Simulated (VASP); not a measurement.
# MgB2 (P6/mmm) in VASP: a series of runs

MgB2 is run at these levels: LDA; tasks: single point.

Everything below comes from runs of VASP 6.6.1. Logs are shortened: lines on timing, memory, paths and dates and some standing lists are left out, and cuts for length are marked.

## 1. The cell of the first run

It takes space group P6/mmm (No. 191, hexagonal). Conventional cell: a = 3.126 Å, b = 3.126 Å, c = 3.569 Å, α = 90.00°, β = 90.00°, γ = 120.00°. Mg (site symmetry 6/mmm) has 12 B at 2.54 Å and 6 Mg at 3.13 Å within 3.3 Å. Within 2.4 Å of B (site symmetry -6m2) lie 3 B at 1.80 Å.

## 2. Single point, LDA (volume scaled by 1.04)

INCAR

```
SYSTEM = MgB2
PREC = Accurate
ENCUT = 520
EDIFF = 1E-6
ISMEAR = -1
SIGMA = 0.05
LREAL = .False.
LASPH = .True.
NELM = 80
ALGO = Normal
ISIF = 2
LWAVE = .False.
LCHARG = .True.
LELF = .True.
LVHAR = .True.
NBANDS = 11
```

KPOINTS

```
regular mesh
0
Gamma
  15 15 12
  0 0 0
```

POSCAR

```
MgB2
1.0
    3.1255974756      0.0000000000      0.0000000000
   -1.5627987378      2.7068468159      0.0000000000
    0.0000000000      0.0000000000      3.5693605797
Mg B
1 2
Direct
    0.0000000000      0.0000000000      0.0000000000
    0.3333333333      0.6666666667      0.5000000000
    0.6666666667      0.3333333333      0.5000000000
```

Potentials or basis: VASP PAW LDA potentials, release 64 (Mg, B).

On the command line:

```sh
> cat potpaw_LDA.64/Mg/POTCAR potpaw_LDA.64/B/POTCAR > POTCAR
> mpirun -np 1 vasp_std > vasp.out
```

OUTCAR:

```text
SYSTEM = MgB2
   PREC = Accurate
   ENCUT = 520
   EDIFF = 1E-6
   ISMEAR = -1
   LREAL = .False.
   LASPH = .True.
   NELM = 80
   ISIF = 2

 ion  position               nearest neighbor table
   1  0.000  0.000  0.000-   2 2.54   3 2.54   2 2.54   3 2.54   3 2.54   3 2.54   2 2.54   2 2.54
                             3 2.54   3 2.54   2 2.54   2 2.54
   2  0.333  0.667  0.500-   3 1.80   3 1.80   3 1.80   1 2.54   1 2.54   1 2.54   1 2.54   1 2.54
                             1 2.54
   3  0.667  0.333  0.500-   2 1.80   2 1.80   2 1.80   1 2.54   1 2.54   1 2.54   1 2.54   1 2.54
                             1 2.54

  LATTYP: Found a hexagonal cell.
 ALAT       =     3.1255974756
 C/A-ratio  =     1.1419770484

  Lattice vectors:

 A1 = (   3.1255974756,   0.0000000000,   0.0000000000)
 A2 = (  -1.5627987378,   2.7068468159,   0.0000000000)
 A3 = (   0.0000000000,   0.0000000000,   3.5693605797)

Analysis of symmetry for initial positions (statically):
=====================================================================
 Subroutine PRICEL returns:
 Original cell was already a primitive cell.

 Routine SETGRP: Setting up the symmetry group for a
 hexagonal supercell.

 Subroutine GETGRP returns: Found 24 space group operations
 (whereof 24 operations were pure point group operations)
 out of a pool of 24 trial point group operations.

The static configuration has the point symmetry D_6h.

Analysis of symmetry for dynamics (positions and initial velocities):
=====================================================================
 Subroutine PRICEL returns:
 Original cell was already a primitive cell.

 Routine SETGRP: Setting up the symmetry group for a
 hexagonal supercell.

 Subroutine GETGRP returns: Found 24 space group operations
 (whereof 24 operations were pure point group operations)
 out of a pool of 24 trial point group operations.

The dynamic configuration has the point symmetry D_6h.

 Subroutine INISYM returns: Found 24 space group operations
 (whereof 24 operations are pure point group operations),
 and found     1 'primitive' translations

----------------------------------------------------------------------------------------

                                     Primitive cell

  volume of cell :      30.1986

  direct lattice vectors                    reciprocal lattice vectors
     3.125597476  0.000000000  0.000000000     0.319938830  0.184716770  0.000000000
    -1.562798738  2.706846816  0.000000000     0.000000000  0.369433539  0.000000000
     0.000000000  0.000000000  3.569360580     0.000000000  0.000000000  0.280162224
[... 97 lines left out ...]
   NELECT =       8.0000    total number of electrons
   NUPDOWN=      -1.0000    fix difference up-down
   EMIN   =  10.00;   EMAX   =-10.00  energy-range for DOS
   EFERMI =   0.00;   METHOD = LEGACY
   ISMEAR =    -1;   SIGMA  =   0.05  broadening in eV -4-tet -1-fermi 0-gaus
   EFERMI_NEDOS =   21; number of points for ismear=-14 and -15
   IALGO  =     38    algorithm
   IMIX   =      4    mixing-type and parameters
     AMIX     =   0.40;   BMIX     =  1.00
     AMIX_MAG =   1.60;   BMIX_MAG =  1.00
  volume/ion in A,a.u.               =      10.07        67.93
  Fermi-wavevector in a.u.,A,eV,Ry     =   1.051419  1.986894 15.040992  1.105482
  Thomas-Fermi vector in A             =   2.186461
   LORBIT       =      0    0 simple, 1 ext, 2 COOP (PROOUT), +10 PAW based schemes
   GGA     = CA    functional components
   LHFCALC =     F    Hartree Fock is set to
   AEXX    =    0.0000 exact exchange contribution
   IVDW    =     0    specifies the selected vdW correction
   LEPSILON=     F    determine dielectric tensor
   LRPA    =     F    only Hartree local field effects (RPA)
 non-spin polarized calculation
  energy-cutoff  :      520.00
  volume of cell :       30.20
 maximum number of plane-waves:       834
 NGX is ok and might be reduce to    24
   NGX = 11   NGY = 11   NGZ = 13

 number of electron       8.0000000 magnetization

 Free energy of the ion-electron system (eV)
  ---------------------------------------------------
  ext. energy  EPLUGINS =         0.00000000
  ---------------------------------------------------
  free energy    TOTEN  =       -17.17198997 eV

  energy without entropy =      -17.16512753  energy(sigma->0) =      -17.16855875

 E-fermi :   4.9224     XC(G=0): -10.9399

 val. band max:        4.9021761776   @ k =   0.0667   0.0000   0.0833
 cond. band min:       4.9237873194   @ k =   0.4000   0.1333   0.0833
 fundamental gap:      0.0216111418
 Fermi energy:         4.9224279061

 k-point     1 :       0.0000    0.0000    0.0000
  band No.  band energies     occupation
      1      -7.1207      2.00000
      2       2.0890      2.00000
      3       5.2653      0.00210
      4       5.2653      0.00210
      5       6.4838      0.00000
      6      11.0329      0.00000
      7      11.0329      0.00000
      8      12.7283      0.00000
      9      14.4171      0.00000
     10      17.0410      0.00000
     11      20.5879      0.00000
[... 309 lines left out ...]
 k-point    24 :       0.4000    0.2000    0.0000
  band No.  band energies     occupation
      1      -2.8988      2.00000
      2      -2.2399      2.00000
      3       0.6449      2.00000
      4       5.7220      0.00000
      5       7.5860      0.00000
      6      10.3775      0.00000
      7      10.7319      0.00000
      8      12.4603      0.00000
      9      14.1005      0.00000
     10      16.1957      0.00000
     11      18.0341      0.00000

 [... further k-points ...]

------------------------ aborting loop because EDIFF is reached ----------------------------------------

  FORCE on cell =-STRESS in cart. coord.  units (eV):
  Direction    XX          YY          ZZ          XY          YZ          ZX
  --------------------------------------------------------------------------------------
  -------------------------------------------------------------------------------------
  Total       -2.7544554     -2.7544554     -1.9165634      0.0000000      0.0000000      0.0000000
  in kB     -146.1366593   -146.1366593   -101.6825946      0.0000000      0.0000000      0.0000000
  external PRESSURE =    -131.3186377 kB  Pullay stress =       0.0000000 kB

 VOLUME and BASIS-vectors are now :
 -----------------------------------------------------------------------------
  energy-cutoff  :      520.00
  volume of cell :       30.20
      direct lattice vectors                 reciprocal lattice vectors
     3.125597476  0.000000000  0.000000000     0.319938830  0.184716770  0.000000000
    -1.562798738  2.706846816  0.000000000     0.000000000  0.369433539  0.000000000
     0.000000000  0.000000000  3.569360580     0.000000000  0.000000000  0.280162224

 POSITION                                       TOTAL-FORCE (eV/Angst)
 -----------------------------------------------------------------------------------
      0.00000      0.00000      0.00000        -0.000000      0.000000      0.000000
     -0.00000      1.80456      1.78468        -0.000000      0.000000      0.000000
      1.56280      0.90228      1.78468         0.000000     -0.000000      0.000000
 -----------------------------------------------------------------------------------
    total drift:                                0.000000     -0.000000     -0.000000

  FREE ENERGIE OF THE ION-ELECTRON SYSTEM (eV)
  ---------------------------------------------------
  free  energy   TOTEN  =       -17.1719899681 eV

  energy  without entropy=      -17.1651275312  energy(sigma->0) =      -17.16855875
```

Run time: 30 s. Hardware: 1 thread of Intel Xeon Platinum 8259CL at 2.50GHz (Skylake/Cascade Lake), shared host; peak memory 0.18 GiB.

Results:

```
Free energy            : -17.1720 eV
Pressure               : -13.1 GPa
Band gap on the k mesh : zero (band 4 reaches 6.70 eV, above the bottom of band 5 at 3.00 eV)
```

Stress tensor (GPa, compression positive):
```
-14.61   0.00   0.00
  0.00 -14.61   0.00
  0.00   0.00 -10.17
```

Levels at points of the mesh, in eV from the Fermi level:
| k point | band 1 | band 2 | band 3 | band 4 | band 5 | band 6 | band 7 | band 8 |
| --- | --- | --- | --- | --- | --- | --- | --- | --- |
| (0.00, 0.00, 0.00) | -12.04 | -2.83 | 0.34 | 0.34 | 1.56 | 6.11 | 6.11 | 7.81 |
| (0.00, 0.00, 0.50) | -10.80 | -7.22 | 0.70 | 0.70 | 6.47 | 6.47 | 7.67 | 9.42 |

## 3. Single point, LDA (volume scaled by 0.96)

INCAR

```
SYSTEM = MgB2
PREC = Accurate ; ENCUT = 520
EDIFF = 1E-6 ; ISMEAR = -1
SIGMA = 0.05 ; LREAL = .FALSE.
LASPH = .TRUE. ; NELM = 100
ALGO = Normal ; ISIF = 2
LWAVE = .FALSE. ; LCHARG = .FALSE.
NBANDS = 11
```

KPOINTS

```
regular mesh
0
G
  15 15 12
  0 0 0
```

POSCAR

```
MgB2
1.0
    3.0433063957      0.0000000000      0.0000000000
   -1.5216531979      2.6355806502      0.0000000000
    0.0000000000      0.0000000000      3.4753860552
Mg B
1 2
Direct
    0.0000000000      0.0000000000      0.0000000000
    0.3333333333      0.6666666667      0.5000000000
    0.6666666667      0.3333333333      0.5000000000
```

Potentials or basis: VASP PAW LDA potentials, release 64 (Mg, B).

On the command line:

```sh
> cat potpaw_LDA.64/Mg/POTCAR potpaw_LDA.64/B/POTCAR > POTCAR
> mpirun -np 1 vasp_std > vasp.out
```

OUTCAR:

```text
SYSTEM = MgB2
   PREC = Accurate
   ENCUT = 520
   EDIFF = 1E-6
   ISMEAR = -1
   LREAL = .FALSE.
   LASPH = .TRUE.
   NELM = 100
   ISIF = 2

 ion  position               nearest neighbor table
   1  0.000  0.000  0.000-   2 2.47   3 2.47   2 2.47   3 2.47   3 2.47   3 2.47   2 2.47   2 2.47
                             3 2.47   3 2.47   2 2.47   2 2.47
   2  0.333  0.667  0.500-   3 1.76   3 1.76   3 1.76   1 2.47   1 2.47   1 2.47   1 2.47   1 2.47
                             1 2.47
   3  0.667  0.333  0.500-   2 1.76   2 1.76   2 1.76   1 2.47   1 2.47   1 2.47   1 2.47   1 2.47
                             1 2.47

  LATTYP: Found a hexagonal cell.
[... 527 lines left out ...]

 [... further k-points ...]
[... 5 lines left out ...]
  --------------------------------------------------------------------------------------
  -------------------------------------------------------------------------------------
  Total       -0.3844866     -0.3844866     -0.3817925      0.0000000     -0.0000000      0.0000000
  in kB      -22.0987038    -22.0987038    -21.9438533      0.0000000     -0.0000000      0.0000000
  external PRESSURE =     -22.0470870 kB  Pullay stress =       0.0000000 kB

 VOLUME and BASIS-vectors are now :
 -----------------------------------------------------------------------------
  energy-cutoff  :      520.00
  volume of cell :       27.88
      direct lattice vectors                 reciprocal lattice vectors
     3.043306396  0.000000000  0.000000000     0.328589984  0.189711516  0.000000000
    -1.521653198  2.635580650  0.000000000     0.000000000  0.379423031  0.000000000
     0.000000000  0.000000000  3.475386055     0.000000000  0.000000000  0.287737818

 POSITION                                       TOTAL-FORCE (eV/Angst)
 -----------------------------------------------------------------------------------
      0.00000      0.00000      0.00000         0.000000      0.000000      0.000000
     -0.00000      1.75705      1.73769         0.000000     -0.000000     -0.000000
      1.52165      0.87853      1.73769        -0.000000      0.000000      0.000000
 -----------------------------------------------------------------------------------
    total drift:                                0.000000     -0.000000      0.000000

  FREE ENERGIE OF THE ION-ELECTRON SYSTEM (eV)
  ---------------------------------------------------
  free  energy   TOTEN  =       -17.2873886668 eV

  energy  without entropy=      -17.2809818629  energy(sigma->0) =      -17.28418526
```

OSZICAR:

```text
N       E                     dE             d eps       ncg     rms          rms(c)
DAV:   1     0.205498505179E+01    0.20550E+01   -0.38540E+03  4606   0.614E+02
DAV:   2    -0.186894128151E+02   -0.20744E+02   -0.19511E+02  5255   0.108E+02
DAV:   3    -0.192226227841E+02   -0.53321E+00   -0.52860E+00  5482   0.140E+01
DAV:   4    -0.192237557157E+02   -0.11329E-02   -0.11328E-02  4820   0.696E-01
DAV:   5    -0.192237589908E+02   -0.32752E-05   -0.32751E-05  5196   0.384E-02    0.534E+00
DAV:   6    -0.175669264716E+02    0.16568E+01   -0.21291E+00  4712   0.677E+00    0.236E+00
DAV:   7    -0.172952787259E+02    0.27165E+00   -0.10479E+00  4880   0.474E+00    0.679E-01
DAV:   8    -0.172964791593E+02   -0.12004E-02   -0.10172E-01  4663   0.174E+00    0.380E-01
DAV:   9    -0.172875099343E+02    0.89692E-02   -0.20199E-02  4659   0.643E-01    0.613E-02
DAV:  10    -0.172873939305E+02    0.11600E-03   -0.10808E-03  5183   0.184E-01    0.196E-02
DAV:  11    -0.172873894957E+02    0.44348E-05   -0.34656E-05  4658   0.362E-02    0.396E-03
DAV:  12    -0.172873886668E+02    0.82888E-06   -0.55266E-06  4743   0.107E-02
   1 F= -.17287389E+02 E0= -.17284185E+02  d E =-.640680E-02
```

stdout:

```text
POSCAR found type information on POSCAR MgB
 POSCAR found :  2 types and       3 ions
 scaLAPACK will be used
 LDA part: xc-table for (Slater(with rela. corr.)+CA(PZ))
 , standard interpolation
 POSCAR, INCAR and KPOINTS ok, starting setup
 FFT: planning ... GRIDC
 FFT: planning ... GRID_SOFT
 FFT: planning ... GRID
 WAVECAR not read
 entering main loop
```

Wall time 54 s (1 thread of Intel Xeon 8259CL, shared host); peak memory 0.18 GiB.

What came out:

* Free energy: -17.2874 eV
* Pressure: -2.2 GPa
* Band gap on the k mesh: zero (band 4 reaches 7.34 eV, above the bottom of band 5 at 3.44 eV)

## 4. Single point, LDA (volume scaled by 0.99)

INCAR

```
PREC = Accurate ; ENCUT = 520
EDIFF = 1E-6 ; ISMEAR = -1
SIGMA = 0.05 ; LREAL = F
LASPH = T ; NELM = 60
ALGO = Normal ; ISIF = 2
LWAVE = F ; LCHARG = F
NBANDS = 11
```

KPOINTS

```
regular mesh
0
Gamma
  15 15 12
```

POSCAR

```
MgB2
1.0
    3.0746829003      0.0000000000      0.0000000000
   -1.5373414502      2.6627535003      0.0000000000
    0.0000000000      0.0000000000      3.5112173033
Mg B
1 2
Direct
    0.0000000000      0.0000000000      0.0000000000
    0.3333333333      0.6666666667      0.5000000000
    0.6666666667      0.3333333333      0.5000000000
```

On the command line:

```sh
> cat potpaw_LDA.64/Mg/POTCAR potpaw_LDA.64/B/POTCAR > POTCAR
> mpirun -np 1 vasp_std > vasp.out
```

It took 69 s on 1 thread of Intel Xeon 8259CL, shared host; peak memory 0.18 GiB.

Results (log left out):

- Free energy: -17.2630 eV
- Pressure: -6.8 GPa
- Band gap on the k mesh: zero (band 4 reaches 7.09 eV, above the bottom of band 5 at 3.27 eV)

Stress tensor (GPa, compression positive):
```
-7.42  0.00  0.00
 0.00 -7.42  0.00
 0.00  0.00 -5.58
```

Levels at points of the mesh, in eV from the Fermi level:
```csv
k point,band 1,band 2,band 3,band 4,band 5,band 6,band 7,band 8,band 9
"(0.00, 0.00, 0.00)",-12.34,-2.93,0.37,0.37,1.69,6.32,6.32,8.34,9.92
"(0.00, 0.00, 0.50)",-11.02,-7.46,0.75,0.75,6.66,6.66,7.96,9.93,10.15
```

## 5. Single point, LDA (volume scaled by 1.02)

INCAR

```
PREC     = Accurate       # precision mode
ENCUT    = 520            # plane-wave cutoff, eV
EDIFF    = 1E-7           # SCF threshold, eV
ISMEAR   = -1             # smearing method
SIGMA    = 0.05           # smearing width, eV
LREAL    = False          # projectors in reciprocal space
LASPH    = True           # aspherical terms in the spheres
NELM     = 60             # most SCF steps
ALGO     = Normal         # electronic algorithm
ISIF     = 2              # what is computed and relaxed
LWAVE    = False          # write WAVECAR
LCHARG   = True           # write CHGCAR
GGA      = CA             # functional
LELF     = True           # ELF
LVHAR    = True         
NBANDS   = 11             # bands
```

KPOINTS is that of step 4.

POSCAR

```
MgB2
1.0
    3.1054317692      0.0000000000      0.0000000000
   -1.5527158846      2.6893828019      0.0000000000
    0.0000000000      0.0000000000      3.5463318058
Mg B
1 2
Direct
    0.0000000000      0.0000000000      0.0000000000
    0.3333333333      0.6666666667      0.5000000000
    0.6666666667      0.3333333333      0.5000000000
```

On the command line:

```sh
> cat potpaw_LDA.64/Mg/POTCAR potpaw_LDA.64/B/POTCAR > POTCAR
> mpirun -np 1 vasp_std > vasp.out
```

It took 67 s on 1 thread of Intel Xeon 8259CL, shared host; peak memory 0.18 GiB.

The run converged. Its results:

```yaml
Free_energy: -17.2152 eV
Pressure: -10.8 GPa
Band_gap_on_the_k_mesh: zero (band 4 reaches 6.85 eV, above the bottom of band 5 at 3.11 eV)
```

Stress tensor (GPa, compression positive):
```
-11.94   0.00   0.00
  0.00 -11.94   0.00
  0.00   0.00  -8.47
```

Levels at points of the mesh, in eV from the Fermi level:
```tsv
k point	band 1	band 2	band 3	band 4	band 5	band 6	band 7	band 8	band 9
(0.00, 0.00, 0.00)	-12.16	-2.87	0.35	0.35	1.61	6.19	6.19	8.02	9.66
(0.00, 0.00, 0.50)	-10.89	-7.31	0.72	0.72	6.54	6.54	7.78	9.68	9.71
```

## 6. The runs side by side

```csv
cell,gap on the mesh (eV),pressure (GPa)
"a = 3.126, b = 3.126, c = 3.569 Å, angles 90.0, 90.0, 120.0°, 3 atoms",none,-13.1
"a = 3.043, b = 3.043, c = 3.475 Å, angles 90.0, 90.0, 120.0°, 3 atoms",none,-2.2
"a = 3.075, b = 3.075, c = 3.511 Å, angles 90.0, 90.0, 120.0°, 3 atoms",none,-6.8
"a = 3.105, b = 3.105, c = 3.546 Å, angles 90.0, 90.0, 120.0°, 3 atoms",none,-10.8
```

Alike in all rows: task single point; level LDA; potentials or basis VASP PAW LDA potentials, release 64 (Mg, B); no spin polarisation; k mesh 15 × 15 × 12; cutoff (eV) 520; smearing fermi-dirac 0.05 eV.

Absolute energies hang on the potentials; compare differences alone.
